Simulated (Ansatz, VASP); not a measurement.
## ReS in VASP and in Ansatz

```
Re S
1.0
     3.66540    0.00000    0.00000
    -1.83270    3.17433    0.00000
     0.00000    0.00000    5.46288
Re S
2 2
Cartesian
  0.0000 0.0000 0.0000
  0.0000 0.0000 2.7314
  0.0000 2.1162 1.3657
  1.8327 1.0581 4.0972
```

Alike in both runs: task single point; functional PBE; k mesh 12 × 12 × 8; occupations gaussian, width 0.1 eV; no spin polarisation.

|  | VASP | Ansatz |
| --- | --- | --- |
| version | VASP 6.6.1 | Ansatz 0.2.0 |
| potentials or method | VASP PAW PBE potentials, release 64 (Re, S), cutoff 520 eV | scalar-relativistic, plane waves, PAW |
| valence electrons in the cell | 26 | 42 |

|  | VASP | Ansatz | Ansatz less VASP |
| --- | --- | --- | --- |
| gap on the k mesh at the Fermi level (eV) | none | none | - |
| pressure (GPa) | -10.3 | -11.0 | -0.63 |
| traceless stress, the component that is largest in VASP (GPa) | -2.67 | -2.70 | -0.033 |

A gap of «none» marks a metal or a gap that the smearing closes. The functional is the same, so the differences come from potentials, cutoffs and numerics. VASP's potentials hold 26 valence electrons a cell and Ansatz's 42, so a difference there can come from the potentials and not from the codes.

Spin-orbit coupling is off throughout.
